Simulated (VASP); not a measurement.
TiSe2:

```
Ti Se
1.0
     3.54000    0.00000    0.00000
    -1.77000    3.06573    0.00000
     0.00000    0.00000    6.00800
Ti Se
1 2
Direct
  0.00000 0.00000 0.00000
  0.33333 0.66667 0.25500
  0.66667 0.33333 0.74500
```

* Program: VASP 6.6.1
* Task: relaxation of cell and atoms
* Functional: LDA
* Potentials or basis: VASP PAW LDA potentials, release 64 (Ti_sv, Se)
* Cutoff: 500 eV
* k mesh: 16 × 16 × 8
* Occupations: fermi-dirac, width 0.03 eV
* Spin: no spin polarisation

At the start: pressure -4.7 GPa; volume 21.73 Å³/atom.

How do energy, volume and symmetry change on relaxing?

Over 13 steps the energy falls by 24.3 meV/atom and the volume is 19.84 Å³/atom (-8.7 %); space group P-3m1 (No. 164, to 0.05 Å).

Step by step:
| step | energy change (eV) | largest force (eV/Å) | pressure (GPa) | volume (Å³) |
| --- | --- | --- | --- | --- |
| 1 | 0.0000 | 0.2579 | -4.67 | 65.20 |
| 2 | -0.0117 | 0.8752 | 4.56 | 59.40 |
| 3 | -0.0515 | 0.3120 | -0.16 | 62.01 |
| 4 | -0.0607 | 0.2092 | -0.17 | 61.51 |
| 5 | -0.0653 | 0.0680 | -0.16 | 60.85 |
| 6 | -0.0677 | 0.0718 | -0.03 | 60.53 |
| 7 | -0.0719 | 0.0779 | 0.44 | 59.59 |
| 8 | -0.0721 | 0.0769 | 0.61 | 59.27 |
| 9 | -0.0727 | 0.0387 | -0.15 | 59.47 |
| 10 | -0.0728 | 0.0054 | 0.07 | 59.41 |
| 11 | -0.0728 | 0.0037 | 0.08 | 59.41 |
| 12 | -0.0729 | 0.0031 | 0.05 | 59.45 |
| 13 | -0.0729 | 0.0019 | 0.00 | 59.53 |

Final structure:
```xyz
3
Lattice="3.4397 0.0000 0.0000 -1.7198 2.9789 0.0000 0.0000 0.0000 5.8097" Properties=species:S:1:pos:R:3 pbc="T T T"
Ti    0.0000    0.0000    0.0000
Se    0.0000    1.9859    1.5410
Se    1.7198    0.9930    4.2686
```
